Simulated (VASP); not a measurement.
A run of VASP 6.6.1:

Contents of INCAR:

```
SYSTEM = InP
PREC     = Accurate       ! precision mode
ENCUT    = 520            ! plane-wave cutoff, eV
EDIFF    = 1E-6           ! SCF threshold, eV
ISMEAR   = 0              ! smearing method
SIGMA    = 0.05           ! smearing width, eV
LREAL    = .FALSE.        ! projectors in reciprocal space
LASPH    = .TRUE.         ! aspherical terms in the spheres
NELM     = 80             ! most SCF steps
ALGO     = Normal         ! electronic algorithm
ISIF     = 2              ! what is computed and relaxed
LWAVE    = .FALSE.        ! write WAVECAR
LCHARG   = .FALSE.        ! write CHGCAR
LDIPOL   = .TRUE.       
IDIPOL   = 3            
DIPOL    = 0.5 0.5 0.500
GGA      = PS             ! functional
NBANDS   = 36             ! bands
```

Contents of KPOINTS:

```
regular mesh
0
G
  9 9 1
  0 0 0
```

The input POSCAR:

```
InP
1.0
    4.1565024026      0.0000000000      0.0000000000
   -2.0782512013      3.5996366715      0.0000000000
    0.0000000000      0.0000000000     24.6359825008
P In
3 3
Direct
    0.0000000000      0.0000000000      0.3450237879
    0.3333333333      0.6666666667      0.4827804209
    0.6666666667      0.3333333333      0.6225963382
    0.3333333333      0.6666666667      0.3794629461
    0.6666666667      0.3333333333      0.5144603101
    0.0000000000      0.0000000000      0.6528028318
```

Potentials or basis: VASP PAW PBE potentials, release 64 (P, In_d).

Command:

```console
$ cat potpaw_PBE.64/P/POTCAR potpaw_PBE.64/In_d/POTCAR > POTCAR
$ mpirun -np 1 vasp_std > vasp.out
```

Hardware: 1 thread of Intel(R) Xeon(R) Platinum 8488C (Sapphire Rapids), on a shared host.

Q: Estimate the wall time of this run.

A: Run time: 6.9 min on 1 thread of Intel(R) Xeon(R) Platinum 8488C (Sapphire Rapids), on a shared host, peak memory 0.52 GiB. Counts: scf iterations 35, k points 12.
